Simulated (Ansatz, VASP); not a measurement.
## P in VASP and in Ansatz

The input INCAR:

```
PREC = Accurate
ENCUT = 600
EDIFF = 1E-6
ISMEAR = 0
SIGMA = 0.1
LREAL = False
LASPH = True
NELM = 60
ALGO = Normal
ISIF = 3
LWAVE = False
LCHARG = False
GGA = PE
IBRION = 2
NSW = 80
EDIFFG = -0.01
```

Contents of KPOINTS:

```
Automatic mesh
0
Gamma
  12 12 8
```

The input POSCAR:

```
P
1.0
    3.4514335076      0.0000000000      0.0000000000
    0.0000000000      3.4514335076      0.0000000000
    0.0000000000      0.0000000000      6.4415042536
P
4
Direct
    0.7840789090      0.7840789090      0.0000000000
    0.7159210910      0.2840789090      0.5000000000
    0.2159210910      0.2159210910      0.0000000000
    0.2840789090      0.7159210910      0.5000000000
```

Input for Ansatz:

```yaml
crystal:
  lattice:
    - [3.4514335076, 0.0, 0.0]
    - [0.0, 3.4514335076, 0.0]
    - [0.0, 0.0, 6.4415042536]
  atoms:
    - { symbol: P, position: [0.784078909, 0.784078909, 0.0] }
    - { symbol: P, position: [0.715921091, 0.284078909, 0.5] }
    - { symbol: P, position: [0.215921091, 0.215921091, 0.0] }
    - { symbol: P, position: [0.284078909, 0.715921091, 0.5] }
basis:
  ecutwfc: 420
kpoints:
  mp_grid: { grid: [12, 12, 8] }
hamiltonian:
  xc: pbe
scf:
  occupations: { method: gaussian, width: 0.1 }
output:
  forces: true
  stress: true
  eigenvalues: true
relax:
  adjacent_minimum: "off"
  f_tol: 0.01
  max_steps: 60
  cell: { stress_tol: 0.1 }
```

Alike in both runs: task relaxation of cell and atoms; functional PBE; k mesh 12 × 12 × 8; occupations gaussian, width 0.1 eV; no spin polarisation.

|  | VASP | Ansatz |
| --- | --- | --- |
| version | VASP 6.6.1 | Ansatz 0.2.0 |
| potentials or method | VASP PAW PBE potentials, release 64 (P), cutoff 600 eV | scalar-relativistic, plane waves, PAW |
| valence electrons in the cell | 20 | 20 |

```tsv
	VASP	Ansatz	Ansatz less VASP
gap on the k mesh at the Fermi level, each at its own relaxed structure (eV)	none	none	-
relaxed volume (Å³/atom)	18.05	18.11	+0.056
relaxed cell length with the largest relative difference (Å)	5.928	6.076	+0.1477
```

A gap of «none» marks a metal or a gap that the smearing closes.
